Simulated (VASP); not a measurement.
Wanted: the native input for a VASP 6.6.1 run.

```
Task                   : single point
Functional             : PBE
Potentials or basis    : VASP PAW PBE potentials, release 64 (Ti_sv, C)
Cutoff                 : 520 eV
k mesh                 : 16 × 16 × 16
Occupations            : fermi-dirac, width 0.03 eV
Spin                   : no spin polarisation
Dipole correction      : no
Further INCAR settings : ALGO = Normal; EDIFF = 1e-06; NBANDS = 15
```

The structure of TiC lies in POSCAR:

```
TiC
1.0
    0.0000000000      2.2064421477      2.2064421477
    2.2064421477      0.0000000000      2.2064421477
    2.2064421477      2.2064421477      0.0000000000
Ti C
1 1
Direct
    0.0000000000      0.0000000000      0.0000000000
    0.5000000000      0.5000000000      0.5000000000
```

This cell differs from its parent crystal: volume scaled by 1.06.

One way to write it, as run:

INCAR

```
SYSTEM = TiC
  PREC = Accurate
  ENCUT = 520
  EDIFF = 1E-6
  ISMEAR = -1
  SIGMA = 0.03
  LREAL = .False.
  LASPH = .True.
  NELM = 100
  ALGO = Normal
  ISIF = 2
  LWAVE = .False.
  LCHARG = .False.
  GGA = PE
  NBANDS = 15
```

KPOINTS

```
Automatic mesh
0
Gamma
  16 16 16
  0 0 0
```

Potentials or basis: VASP PAW PBE potentials, release 64 (Ti_sv, C).

Run with:

```bash
$ cat potpaw_PBE.64/Ti_sv/POTCAR potpaw_PBE.64/C/POTCAR > POTCAR
$ mpirun -np 1 vasp_std > vasp.out
```

Results of the run:

| Property | Result |
| --- | --- |
| Pressure | -12.1 GPa |
| Band gap on the k mesh | zero (band 8 reaches 9.44 eV, above the bottom of band 9 at 8.38 eV) |

Wall time 37 s on 1 thread of Intel(R) Xeon(R) Platinum 8259CL CPU @ 2.50GHz (Skylake/Cascade Lake) (shared host), peak memory 0.17 GiB.
